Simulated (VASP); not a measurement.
A run of VASP 6.6.1 is set up as follows.

The input INCAR:

```
SYSTEM = Re
PREC = Accurate
ENCUT = 520
EDIFF = 1E-6
ISMEAR = -1
SIGMA = 0.03
LREAL = .False.
LASPH = .True.
NELM = 100
ALGO = Normal
ISIF = 2
LWAVE = .False.
LCHARG = .False.
NBANDS = 10
```

KPOINTS

```
Automatic mesh
0
Gamma
  14 14 14
  0 0 0
```

File POSCAR:

```
Re
1.0
    0.0000000000      1.9947500000      1.9750000000
    1.9947500000      0.0000000000      1.9750000000
    1.9947500000      1.9947500000      0.0000000000
Re
1
Direct
    0.0000000000      0.0000000000      0.0000000000
```

Potentials or basis: VASP PAW LDA potentials, release 64 (Re).

Command:

```console
$ cat potpaw_LDA.64/Re/POTCAR > POTCAR
$ mpirun -np 1 vasp_std > vasp.out
```

Task: Predict the pressure.

Result: -28.9 GPa.

Stress tensor (GPa, compression positive):
```
-29.39   0.00   0.00
  0.00 -29.39   0.00
  0.00   0.00 -27.85
```

Caveat: the cell differs from its parent crystal (equal xx and yy strain of +1 %).
